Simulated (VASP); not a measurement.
# TaN (P1) in VASP: notebook

Runs on TaN. Level: PBE. Tasks: single point.

Program: VASP 6.6.1. These are calculated values, not measurements. Logs are shortened: lines on timing, memory, paths and dates and some standing lists are left out, and cuts for length are marked.

## Step 1: The cell of the first run

The typed cell holds 12 atoms: a = 5.457 Å, b = 5.457 Å, c = 6.108 Å, α = 90.00°, β = 90.00°, γ = 120.00°.

## Step 2: Single point, PBE

Input file INCAR:

```
PREC = Accurate
ENCUT = 520
EDIFF = 1E-7
ISMEAR = -1
SIGMA = 0.17
LREAL = F
LASPH = T
NELM = 80
ALGO = Normal
ISIF = 2
LWAVE = F
LCHARG = F
GGA = PE
NBANDS = 60
```

Input file KPOINTS:

```
regular mesh
0
Gamma
  2 2 2
```

Input file POSCAR:

```
TaN
1.0
    5.4568860000      0.0000000000      0.0000000000
   -2.7284430000      4.7258020000      0.0000000000
    0.0000000000      0.0000000000      6.1075020000
Ta N
6 6
Direct
    0.0259084308      0.0069194604     -0.0190749017
    0.3571283557      0.7359174168      0.2340400380
    0.7157729430      0.3386515135      0.2427342635
   -0.0087778637     -0.0341952541      0.4977812533
    0.3431437397      0.7068853075      0.7459350812
    0.6534859720      0.3307375129      0.7380758942
    0.4044331941      0.0246095795      0.0082030264
    0.6305330446      0.6653050636     -0.0129512852
    0.0050051683      0.3930126569     -0.0304216028
    0.3850193142     -0.0120191239      0.5088659815
    0.6121054108      0.5815732441      0.4459433660
   -0.0153710751      0.3708788477      0.5223248392
```

Potentials or basis: VASP PAW PBE potentials, release 64 (Ta_pv, N).

On the command line:

```console
$ cat potpaw_PBE.64/Ta_pv/POTCAR potpaw_PBE.64/N/POTCAR > POTCAR
$ mpirun -np 1 vasp_std > vasp.out
```

OUTCAR:

```text
PREC = Accurate
   ENCUT = 520
   EDIFF = 1E-7
   ISMEAR = -1
   LREAL = F
   LASPH = T
   NELM = 80
   ISIF = 2
   GGA = PE

 ion  position               nearest neighbor table
   1  0.026  0.007  0.981-   7 2.03   8 2.03   9 2.17   4 2.96   4 3.16   2 3.24   5 3.25   6 3.32
                             3 3.43   6 3.53   2 3.54   5 3.54   3 3.54
   2  0.357  0.736  0.234-   7 2.01  10 2.13   8 2.29  11 2.34   9 2.49  12 2.67   3 2.87   5 2.98
                             3 3.06   5 3.13   1 3.24   4 3.26   4 3.44   1 3.54   3 3.57
   3  0.716  0.339  0.243-  11 2.09  12 2.20   9 2.21   7 2.23  10 2.47   8 2.58   2 2.87   6 3.04
                             2 3.06   6 3.10   4 3.35   1 3.43   4 3.45   1 3.54   2 3.57
   4  0.991  0.966  0.498-  10 2.09  11 2.11  12 2.23   1 2.96   1 3.16   2 3.26   5 3.27   6 3.34
                             3 3.35   2 3.44   5 3.44   3 3.45   6 3.46
   5  0.343  0.707  0.746-  10 2.04   8 2.24   9 2.25   7 2.26  12 2.34  11 2.64   6 2.95   2 2.98
                             2 3.13   6 3.25   1 3.25   6 3.26   4 3.27   4 3.44   1 3.54
   6  0.653  0.331  0.738-  12 2.16  10 2.21   7 2.26   9 2.27  11 2.33   8 2.43   5 2.95   3 3.04
                             3 3.10   5 3.25   5 3.26   1 3.32   4 3.34   4 3.46   1 3.53
   7  0.404  0.025  0.008-   2 2.01   1 2.03   3 2.23   6 2.26   5 2.26
   8  0.631  0.665  0.987-   1 2.03   5 2.24   2 2.29   6 2.43   3 2.58
   9  0.005  0.393  0.970-   1 2.17   3 2.21   5 2.25   6 2.27   2 2.49
  10  0.385  0.988  0.509-   5 2.04   4 2.09   2 2.13   6 2.21   3 2.47
  11  0.612  0.582  0.446-   3 2.09   4 2.11   6 2.33   2 2.34   5 2.64
  12  0.985  0.371  0.522-   6 2.16   3 2.20   4 2.23   5 2.34   2 2.67

  LATTYP: Found a hexagonal cell.
 ALAT       =     5.4568860000
 C/A-ratio  =     1.1192284391

  Lattice vectors:

 A1 = (   5.4568860000,   0.0000000000,   0.0000000000)
 A2 = (  -2.7284430000,   4.7258020000,   0.0000000000)
 A3 = (   0.0000000000,   0.0000000000,   6.1075020000)

Analysis of symmetry for initial positions (statically):
=====================================================================
 Subroutine PRICEL returns:
 Original cell was already a primitive cell.

 Routine SETGRP: Setting up the symmetry group for a
 hexagonal supercell.

 Subroutine GETGRP returns: Found  1 space group operations
 (whereof  1 operations were pure point group operations)
 out of a pool of 24 trial point group operations.

The static configuration has the point symmetry C_1 .

Analysis of symmetry for dynamics (positions and initial velocities):
=====================================================================
 Subroutine PRICEL returns:
 Original cell was already a primitive cell.

 Routine SETGRP: Setting up the symmetry group for a
 hexagonal supercell.

 Subroutine GETGRP returns: Found  1 space group operations
 (whereof  1 operations were pure point group operations)
 out of a pool of 24 trial point group operations.

The dynamic configuration has the point symmetry C_1 .

 Subroutine INISYM returns: Found  1 space group operations
 (whereof  1 operations are pure point group operations),
 and found     1 'primitive' translations

----------------------------------------------------------------------------------------

                                     Primitive cell

  volume of cell :     157.5013

  direct lattice vectors                    reciprocal lattice vectors
     5.456886000  0.000000000  0.000000000     0.183254699  0.105802147  0.000000000
    -2.728443000  4.725802000  0.000000000     0.000000000  0.211604295  0.000000000
     0.000000000  0.000000000  6.107502000     0.000000000  0.000000000  0.163733061

  length of vectors
     5.456886000  5.456886085  6.107502000     0.211604298  0.211604295  0.163733061

  position of ions in fractional coordinates (direct lattice)
     0.025908431  0.006919460  0.980925098
     0.357128356  0.735917417  0.234040038
     0.715772943  0.338651513  0.242734263
     0.991222136  0.965804746  0.497781253
     0.343143740  0.706885308  0.745935081
     0.653485972  0.330737513  0.738075894
     0.404433194  0.024609580  0.008203026
     0.630533045  0.665305064  0.987048715
     0.005005168  0.393012657  0.969578397
     0.385019314  0.987980876  0.508865982
     0.612105411  0.581573244  0.445943366
     0.984628925  0.370878848  0.522324839

  ion indices of the primitive-cell ions
   primitive index   ion index
                 1           1
                 2           2
                 3           3
                 4           4
                 5           5
                 6           6
                 7           7
                 8           8
                 9           9
                10          10
                11          11
                12          12

----------------------------------------------------------------------------------------

 KPOINTS: regular mesh

Automatic generation of k-mesh.
 Grid dimensions read from file:
 generate k-points for:    2    2    2

 Generating k-lattice:

  Cartesian coordinates                     Fractional coordinates (reciprocal lattice)
     0.091627349  0.052901074  0.000000000     0.500000000  0.000000000  0.000000000
     0.000000000  0.105802147  0.000000000     0.000000000  0.500000000  0.000000000
     0.000000000  0.000000000  0.081866531     0.000000000  0.000000000  0.500000000

  Length of vectors
     0.105802149  0.105802147  0.081866531

  Shift w.r.t. Gamma in fractional coordinates (k-lattice)
     0.000000000  0.000000000  0.000000000

 Subroutine IBZKPT returns following result:
 ===========================================

 Found      8 irreducible k-points:

 Following reciprocal coordinates:
            Coordinates               Weight
  0.000000  0.000000  0.000000      1.000000
  0.500000 -0.000000  0.000000      1.000000
  0.000000  0.500000  0.000000      1.000000
  0.500000  0.500000  0.000000      1.000000
  0.000000  0.000000  0.500000      1.000000
  0.500000 -0.000000  0.500000      1.000000
  0.000000  0.500000  0.500000      1.000000
  0.500000  0.500000  0.500000      1.000000
   k-points           NKPTS =      8   k-points in BZ     NKDIM =      8   number of bands    NBANDS=     60
   number of dos      NEDOS =    301   number of ions     NIONS =     12
   total plane-waves  NPLWV =  84672
   dimension x,y,z NGX =    42 NGY =   42 NGZ =   48
   dimension x,y,z NGXF=    84 NGYF=   84 NGZF=   96
   ions per type =               6   6
   NGX,Y,Z   is equivalent  to a cutoff of  12.80, 12.80, 13.07 a.u.
   NGXF,Y,Z  is equivalent  to a cutoff of  25.59, 25.59, 26.13 a.u.
 SYSTEM =  unknown system
   PREC   = accura    normal or accurate (medium, high low for compatibility)
   ISTART =      0    job   : 0-new  1-cont  2-samecut
   ICHARG =      2    charge: 1-file 2-atom 10-const
   ISPIN  =      1    spin polarized calculation?
   LNONCOLLINEAR =      F non collinear calculations
   LSORBIT =      F    spin-orbit coupling
   LASPH  =      T    aspherical Exc in radial PAW
   ENCUT  =  520.0 eV  38.22 Ry    6.18 a.u.  10.15 10.15 11.36*2*pi/ulx,y,z
   NELM   =     80;   NELMIN=  2; NELMDL= -5     # of ELM steps
   EDIFF  = 0.1E-06   stopping-criterion for ELM
   LREAL  =      F    real-space projection
   EDIFFG = 0.1E-05   stopping-criterion for IOM
   NSW    =      0    number of steps for IOM
   IBRION =     -1    ionic relax: 0-MD 1-quasi-New 2-CG
   NFREE  =      0    steps in history (QN), initial steepest desc. (CG)
   ISIF   =      2    stress and relaxation
   ISYM   =      2    0-nonsym 1-usesym 2-fastsym
   POTIM  = 0.5000    time-step for ionic-motion
   TEBEG  =    0.0;   TEEND  =   0.0 temperature during run
   PSTRESS=    0.0 pullay stress
   NELECT =      96.0000    total number of electrons
   NUPDOWN=      -1.0000    fix difference up-down
   EMIN   =  10.00;   EMAX   =-10.00  energy-range for DOS
   EFERMI =   0.00;   METHOD = LEGACY
   ISMEAR =    -1;   SIGMA  =   0.17  broadening in eV -4-tet -1-fermi 0-gaus
   EFERMI_NEDOS =   21; number of points for ismear=-14 and -15
   IALGO  =     38    algorithm
   IMIX   =      4    mixing-type and parameters
     AMIX     =   0.40;   BMIX     =  1.00
     AMIX_MAG =   1.60;   BMIX_MAG =  1.00
  volume/ion in A,a.u.               =      13.13        88.57
  Fermi-wavevector in a.u.,A,eV,Ry     =   1.388046  2.623027 26.213965  1.926672
  Thomas-Fermi vector in A             =   2.512209
   LORBIT       =      0    0 simple, 1 ext, 2 COOP (PROOUT), +10 PAW based schemes
   GGA     = PE    functional components
[... 5 lines left out ...]
 non-spin polarized calculation
  energy-cutoff  :      520.00
  volume of cell :      157.50
 maximum number of plane-waves:      4256
 NGX is ok and might be reduce to    42
   NGX = 21   NGY = 21   NGZ = 23

 number of electron      96.0000001 magnetization

 Free energy of the ion-electron system (eV)
  ---------------------------------------------------
  ext. energy  EPLUGINS =         0.00000000
  ---------------------------------------------------
  free energy    TOTEN  =      -130.37932216 eV

  energy without entropy =     -129.97113534  energy(sigma->0) =     -130.17522875

 E-fermi :   6.5050     XC(G=0): -12.1930

 val. band max:        6.5012524716   @ k =   0.5000   0.5000   0.0000
 cond. band min:       6.5121414570   @ k =   0.0000   0.0000   0.5000
 fundamental gap:      0.0108889854
 Fermi energy:         6.5049688829

 k-point     1 :       0.0000    0.0000    0.0000
  band No.  band energies     occupation
      1     -29.6286      2.00000
      2     -29.5334      2.00000
      3     -29.4893      2.00000
      4     -29.4230      2.00000
      5     -29.3195      2.00000
      6     -29.2584      2.00000
[... 493 lines left out ...]
     59       9.1828      0.00000
     60       9.3883      0.00000

------------------------ aborting loop because EDIFF is reached ----------------------------------------

  FORCE on cell =-STRESS in cart. coord.  units (eV):
  Direction    XX          YY          ZZ          XY          YZ          ZX
  --------------------------------------------------------------------------------------
  -------------------------------------------------------------------------------------
  Total      -21.4932626    -19.1040846    -16.9044815      1.0321245     -4.0246944     -1.3799934
  in kB     -218.6396414   -194.3357919   -171.9603883     10.4992587    -40.9410962    -14.0379460
  external PRESSURE =    -194.9786072 kB  Pullay stress =       0.0000000 kB

 VOLUME and BASIS-vectors are now :
 -----------------------------------------------------------------------------
  energy-cutoff  :      520.00
  volume of cell :      157.50
      direct lattice vectors                 reciprocal lattice vectors
     5.456886000  0.000000000  0.000000000     0.183254699  0.105802147  0.000000000
    -2.728443000  4.725802000  0.000000000     0.000000000  0.211604295  0.000000000
     0.000000000  0.000000000  6.107502000     0.000000000  0.000000000  0.163733061

 POSITION                                       TOTAL-FORCE (eV/Angst)
 -----------------------------------------------------------------------------------
      0.12250      0.03270      5.99100        -2.827684      0.732146      0.323256
     -0.05910      3.47780      1.42940         1.619654     -3.565766      0.814466
      2.98190      1.60040      1.48250        -0.371041      0.906198     -0.311148
      2.77384      4.56420      3.04020        -0.916136      1.247008     -0.348371
     -0.05620      3.34060      4.55580         0.728763     -3.099023      0.594711
      2.66360      1.56300      4.50780         0.822837      1.084559      0.313605
      2.13980      0.11630      0.05010         0.550672      0.969121     -1.742817
      1.62550      3.14410      6.02840         0.228389     -1.375984     -0.423832
     -1.04500      1.85730      5.92170         0.268698      0.362898      1.112610
     -0.59464      4.66900      3.10790        -0.415904      1.188373     -1.212273
      1.75340      2.74840      2.72360        -0.337726      1.585911      2.126066
      4.36109      1.75270      3.19010         0.649478     -0.035442     -1.246273
 -----------------------------------------------------------------------------------
    total drift:                                0.000280     -0.000017     -0.000039

  FREE ENERGIE OF THE ION-ELECTRON SYSTEM (eV)
  ---------------------------------------------------
  free  energy   TOTEN  =      -130.3793221558 eV

  energy  without entropy=     -129.9711353430  energy(sigma->0) =     -130.17522875
```

Wall time 71 s (1 thread of Intel Xeon Platinum 8488C (Sapphire Rapids), shared host); peak memory 0.29 GiB.

Results:

```yaml
Free_energy: -130.3793 eV
Pressure: -19.5 GPa
Largest_force: 4.000 eV/Å
Band_gap_on_the_k_mesh: zero (band 48 reaches 6.72 eV, above the bottom of band 49 at 6.44 eV)
```

Forces on the atoms (eV/Å):
```
Ta  -2.828  0.732  0.323
Ta   1.620 -3.566  0.814
Ta  -0.371  0.906 -0.311
Ta  -0.916  1.247 -0.348
Ta   0.729 -3.099  0.595
Ta   0.823  1.085  0.314
N    0.551  0.969 -1.743
N    0.228 -1.376 -0.424
N    0.269  0.363  1.113
N   -0.416  1.188 -1.212
N   -0.338  1.586  2.126
N    0.649 -0.035 -1.246
```

Stress tensor (GPa, compression positive):
```
-21.86   1.05  -1.40
  1.05 -19.43  -4.09
 -1.40  -4.09 -17.20
```

Caveat: the k points lie up to 0.66 Å⁻¹ apart; spin-orbit coupling is left out, which moves the levels of the heavy elements; forces of over 1 eV/Å act on the atoms, so gaps and moduli don't describe the material at rest.

## Step 3: Single point, PBE

Input file INCAR:

```
SYSTEM = TaN
PREC = Accurate ; ENCUT = 520
EDIFF = 1E-7 ; ISMEAR = -1
SIGMA = 0.17 ; LREAL = .FALSE.
LASPH = .TRUE. ; NELM = 80
ALGO = Normal ; ISIF = 2
LWAVE = .FALSE. ; LCHARG = .TRUE.
GGA = PE ; LELF = .TRUE.
LVHAR = .TRUE. ; NBANDS = 60
```

Input file KPOINTS:

```
Automatic mesh
0
G
  2 2 2
  0 0 0
```

Input file POSCAR:

```
TaN
1.0
    5.4568860000      0.0000000000      0.0000000000
   -2.7284430000      4.7258020000      0.0000000000
    0.0000000000      0.0000000000      6.1075020000
Ta N
6 6
Direct
    0.0147861754      0.0275932001     -0.0258370771
    0.3586561881      0.7010027081      0.2110027962
    0.7176472402      0.3314781279      0.2324682006
   -0.0065807845     -0.0090566638      0.4596969432
    0.3271655982      0.7056791630      0.7454766286
    0.6813058853      0.3719368691      0.7099629276
    0.4057574728      0.0434212013     -0.0230699884
    0.6593451719      0.6564811645     -0.0212198048
    0.0455624861      0.4012652244     -0.0232500947
    0.4180450856      0.0330314304      0.4941954992
    0.6070798051      0.6496251853      0.5302986393
    0.0563745824      0.4109778615      0.4892671341
```

Potentials or basis: VASP PAW PBE potentials, release 64 (Ta_pv, N).

On the command line:

```console
$ cat potpaw_PBE.64/Ta_pv/POTCAR potpaw_PBE.64/N/POTCAR > POTCAR
$ mpirun -np 1 vasp_std > vasp.out
```

Wall time 79 s (1 thread of Intel Xeon Platinum 8488C (Sapphire Rapids), shared host); peak memory 0.29 GiB.

The run converged. Its results:

| Quantity | Value |
| --- | --- |
| Free energy | -130.4091 eV |
| Pressure | -20.3 GPa |
| Largest force | 2.788 eV/Å |
| Band gap on the k mesh | zero (band 48 reaches 6.52 eV, above the bottom of band 49 at 6.50 eV) |

Forces in eV/Å, atoms in the order of the input:
```
Ta   1.816 -0.885  0.434
Ta   0.393 -0.209  2.461
Ta  -0.958  0.607 -0.544
Ta   0.957  1.514  1.756
Ta   2.194 -0.069 -1.718
Ta   0.837 -0.202  2.028
N    0.759 -0.370 -0.135
N   -1.503 -1.565  0.010
N   -2.194  1.573  0.532
N   -1.057 -0.205 -1.431
N    0.745  0.517 -2.213
N   -1.990 -0.708 -1.180
```

Stress tensor (GPa, compression positive):
```
-22.70  -0.18   0.63
 -0.18 -18.73   1.22
  0.63   1.22 -19.56
```

Levels at points of the mesh, in eV from the Fermi level:
| k point | band 44 | band 45 | band 46 | band 47 | band 48 | band 49 | band 50 | band 51 | band 52 | band 53 |
| --- | --- | --- | --- | --- | --- | --- | --- | --- | --- | --- |
| (0.00, 0.00, 0.00) | -1.83 | -1.73 | -1.31 | -0.96 | -0.20 | 0.32 | 1.00 | 1.10 | 1.21 | 1.60 |
| (0.50, 0.00, 0.00) | -2.42 | -2.10 | -1.92 | -1.36 | -0.03 | 0.42 | 0.67 | 0.90 | 1.39 | 1.77 |
| (0.00, 0.50, 0.00) | -2.46 | -2.13 | -1.72 | -1.27 | 0.00 | 0.47 | 0.78 | 0.85 | 1.34 | 1.71 |
| (0.50, 0.50, 0.00) | -2.59 | -1.98 | -1.65 | -1.18 | -1.00 | 0.22 | 1.04 | 1.20 | 1.67 | 1.87 |
| (0.00, 0.00, 0.50) | -1.47 | -1.36 | -1.01 | -0.56 | -0.23 | 0.21 | 0.34 | 0.78 | 1.11 | 1.40 |
| (0.50, 0.00, 0.50) | -1.90 | -1.66 | -1.27 | -0.54 | -0.25 | 0.35 | 0.61 | 0.68 | 0.99 | 1.45 |
| (0.00, 0.50, 0.50) | -1.82 | -1.54 | -1.15 | -0.61 | -0.35 | 0.25 | 0.63 | 0.94 | 1.21 | 1.31 |
| (0.50, 0.50, 0.50) | -1.50 | -1.37 | -1.14 | -1.08 | -0.51 | -0.02 | 0.51 | 0.81 | 0.99 | 1.26 |

Caveat: the k points lie up to 0.66 Å⁻¹ apart; spin-orbit coupling is left out, which moves the levels of the heavy elements; forces of over 1 eV/Å act on the atoms, so gaps and moduli don't describe the material at rest.

(Part 1 of 2 ends here.)
